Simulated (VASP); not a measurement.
## Ag: single point with PBE

Ag:

```xyz
1
Lattice="0.0000 2.0431 1.9920 2.0431 0.0000 1.9920 2.0431 2.0431 0.0000" Properties=species:S:1:pos:R:3 pbc="T T T"
Ag    0.0000    0.0000    0.0000
```

This cell differs from its parent crystal: strain -0.0250 x Voigt [0, 0, 1, 0, 0, 0].

```json
{
  "Program": "VASP 6.6.1",
  "Task": "single point",
  "Functional": "PBE",
  "Potentials or basis": "VASP PAW PBE potentials, release 64 (Ag)",
  "Cutoff": "520 eV",
  "k mesh": "10 × 10 × 10",
  "Occupations": "gaussian, width 0.15 eV",
  "Spin": "no spin polarisation",
  "Dipole correction": "no",
  "Further INCAR settings": "ALGO = Normal; EDIFF = 1e-07; NBANDS = 12"
}
```

```yaml
Pressure: 8.0 GPa
```

Stress tensor (GPa, compression positive):
```
7.73 0.00 0.00
0.00 7.73 0.00
0.00 0.00 8.56
```

Levels at points of the mesh, in eV from the Fermi level:
| k point | band 4 | band 5 | band 6 | band 7 | band 8 | band 9 |
| --- | --- | --- | --- | --- | --- | --- |
| (0.00, 0.00, 0.00) | -4.72 | -3.83 | -3.67 | 16.15 | 19.75 | 19.75 |
| (0.50, 0.00, 0.00) | -2.96 | -2.88 | -0.40 | 3.82 | 15.34 | 17.91 |
| (0.50, 0.50, 0.00) | -2.69 | -2.69 | 1.95 | 7.44 | 10.55 | 10.55 |
| (0.50, 0.00, 0.50) | -2.77 | -2.65 | 1.50 | 6.80 | 10.99 | 11.04 |

Wall time 13 s on 1 thread of Intel(R) Xeon(R) Platinum 8375C CPU @ 2.90GHz (Ice Lake), on a shared host, peak memory 0.15 GiB.

Caveat: the cell differs from its parent crystal (strain -0.0250 x Voigt [0, 0, 1, 0, 0, 0]).
